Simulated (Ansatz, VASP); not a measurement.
## Two plane-wave programs on SiNi2

```
Si Ni
1.0
     3.96712    0.00000    0.00000
    -1.98356    3.43563    0.00000
     0.00000    0.00000    2.48045
Si Ni
1 2
Cartesian
  0.0000 0.0000 0.0000
  0.0000 2.2904 1.2402
  1.9836 1.1452 1.2402
```

Alike in both runs: task relaxation of cell and atoms; functional PBE; k mesh 12 × 12 × 18; occupations gaussian, width 0.1 eV; no spin polarisation.

|  | VASP | Ansatz |
| --- | --- | --- |
| version | VASP 6.6.1 | Ansatz 0.2.0 |
| potentials or method | VASP PAW PBE potentials, release 64 (Si, Ni), cutoff 600 eV | scalar-relativistic, plane waves, PAW |
| valence electrons in the cell | 24 | 40 |

```csv
,VASP,Ansatz,Ansatz less VASP
"gap on the k mesh at the Fermi level, each at its own relaxed structure (eV)",none,none,-
relaxed volume (Å³/atom),11.26,11.28,+0.021
relaxed cell length with the largest relative difference (Å),2.480,2.483,+0.0025
```

A gap of «none» marks a metal or a gap that the smearing closes. VASP's potentials hold 24 valence electrons a cell and Ansatz's 40, so a difference there can come from the potentials and not from the codes.
